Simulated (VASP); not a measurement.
Wanted: the native input for a VASP 6.6.1 run.

```
Task                   : relaxation of cell and atoms
Functional             : PBE
Dispersion             : D4
Potentials or basis    : VASP PAW PBE potentials, release 64 (Zr_sv, B)
Cutoff                 : 600 eV
k mesh                 : 10 × 10 × 10
Occupations            : fermi-dirac, width 0.05 eV
Spin                   : no spin polarisation
Dipole correction      : no
Further INCAR settings : ALGO = Normal; EDIFF = 1e-06; IBRION = 2; EDIFFG = -0.01; NSW = 60; ISIF = 3
```

The structure of ZrB lies in POSCAR:

```
ZrB
1.0
    0.0000000000      2.3250000000      2.3250000000
    2.3250000000      0.0000000000      2.3250000000
    2.3250000000      2.3250000000      0.0000000000
Zr B
1 1
Direct
    0.0000000000      0.0000000000      0.0000000000
    0.5000000000      0.5000000000      0.5000000000
```

One way to write it, as run:

INCAR

```
SYSTEM = ZrB
PREC = Accurate
ENCUT = 600
EDIFF = 1E-6
ISMEAR = -1
SIGMA = 0.05
LREAL = .FALSE.
LASPH = .TRUE.
NELM = 80
ALGO = Normal
ISIF = 3
LWAVE = .FALSE.
LCHARG = .FALSE.
GGA = PE
IVDW = 13
IBRION = 2
NSW = 60
EDIFFG = -0.01
```

KPOINTS

```
Automatic mesh
0
G
  10 10 10
  0 0 0
```

Potentials or basis: VASP PAW PBE potentials, release 64 (Zr_sv, B).

Launch:

```sh
$ cat potpaw_PBE.64/Zr_sv/POTCAR potpaw_PBE.64/B/POTCAR > POTCAR
$ mpirun -np 1 vasp_std > vasp.out
```

Results of the run:

* Relaxed volume: 14.45 Å³/atom
* Relaxed cell: a = 3.445 Å, b = 3.445 Å, c = 3.445 Å, α = 60.00°, β = 60.00°, γ = 60.00°
* Space group after relaxing (to 0.05 Å): Fm-3m (No. 225)
* Energy gained by relaxing: 158.2 meV/atom
* Ionic steps: 19
* Pressure after relaxing: 0.0 GPa
* Dispersion energy per atom: -0.272 eV

Caveat: the volume moved by +15 % from the deposited cell, more than functionals usually miss; pairwise dispersion overbinds metals, which lowers pressure and volume.

Wall time 120 s on 1 thread of Intel(R) Xeon(R) 6975P-C (Granite Rapids) (shared host), peak memory 0.18 GiB.
